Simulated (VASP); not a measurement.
Hf5H, 6 atoms in the cell. The cell holds a slab with vacuum, 6 atoms: a = 4.956 Å, b = 4.956 Å, c = 21.133 Å, α = 90.00°, β = 90.00°, γ = 120.00°. 

* Program: VASP 6.6.1
* Task: single point
* Functional: PBE
* Dispersion: D3(BJ)
* Potentials or basis: VASP PAW PBE potentials, release 64 (Hf_pv, H)
* Cutoff: 520 eV
* k mesh: 6 × 6 × 1
* Occupations: gaussian, width 0.1 eV
* Spin: no spin polarisation
* Dipole correction: yes
* Further INCAR settings: ALGO = Normal; EDIFF = 1e-07; NBANDS = 34

Potentials or basis: VASP PAW PBE potentials, release 64 (Hf_pv, H).

Command:

```bash
$ cat potpaw_PBE.64/Hf_pv/POTCAR potpaw_PBE.64/H/POTCAR > POTCAR
$ mpirun -np 1 vasp_std > vasp.out
```

Hardware: 1 thread of Intel Xeon 8259CL, on a shared host.

Problem. Estimate the wall time of this run.

Solution. Wall time 31 min on 1 thread of Intel Xeon 8259CL, with other jobs on the host, peak memory 0.72 GiB. Counts: scf iterations 39, k points 20.
